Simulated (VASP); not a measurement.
Write the native input for VASP 6.6.1 that does the following.

| Property | Result |
| --- | --- |
| Task | electric field gradients |
| Functional | PBE |
| Potentials or basis | VASP PAW PBE potentials, release 64 (Bi_d, Se) |
| Cutoff | 520 eV |
| k mesh | 13 × 13 × 13 |
| Occupations | fermi-dirac, width 0.02 eV |
| Spin | no spin polarisation |
| Dipole correction | no |
| Further INCAR settings | ALGO = Normal; EDIFF = 1e-08; NBANDS = 32 |

The structure of Bi2Se3 lies in POSCAR:

```
Bi2Se3
1.0
    1.9649607440      1.1344706145      9.1426638165
   -1.9649607440      1.1344706145      9.1426638165
    0.0000000000     -2.2689412290      9.1426638165
Bi Se
2 3
Direct
    0.6010000000      0.6010000000      0.6010000000
    0.3990000000      0.3990000000      0.3990000000
    0.7940000000      0.7940000000      0.7940000000
    0.2060000000      0.2060000000      0.2060000000
    0.0000000000      0.0000000000      0.0000000000
```

The input as run:

INCAR

```
ALGO = Normal
EDIFF = 1E-8
ENCUT = 520
GGA = PE
ISIF = 2
ISMEAR = -1
KPAR = 4
LASPH = T
LCHARG = F
LEFG = T
LREAL = F
LWAVE = F
NBANDS = 32
NELM = 100
PREC = Accurate
SIGMA = 0.02
```

KPOINTS

```
k-points
0
Gamma
  13 13 13
```

Potentials or basis: VASP PAW PBE potentials, release 64 (Bi_d, Se).

Launch:

```bash
$ cat potpaw_PBE.64/Bi_d/POTCAR potpaw_PBE.64/Se/POTCAR > POTCAR
$ mpirun -np 4 vasp_std > vasp.out
```

Results of the run:

```json
{
 "Pressure": "12.4 GPa",
 "Largest force": "1.148 eV/Å",
 "Band gap on the k mesh": "0.07 eV",
 "Largest electric field gradient by atom": "Bi +24.4; Se +67.9, +54.8 (each value once) V/Å²"
}
```

Caveat: the cell stands under pressure; without QUAD_EFG the Cq values of the log hold for a quadrupole moment of 1 mb, not for the nuclei; spin-orbit coupling is left out, which moves the levels of the heavy elements; forces of over 1 eV/Å act on the atoms, so gaps and moduli don't describe the material at rest.

Wall time 45 min on 4 MPI ranks on Oxide Virtual Turin-like Processor, with other jobs on the host, peak memory 1.2 GiB a rank.
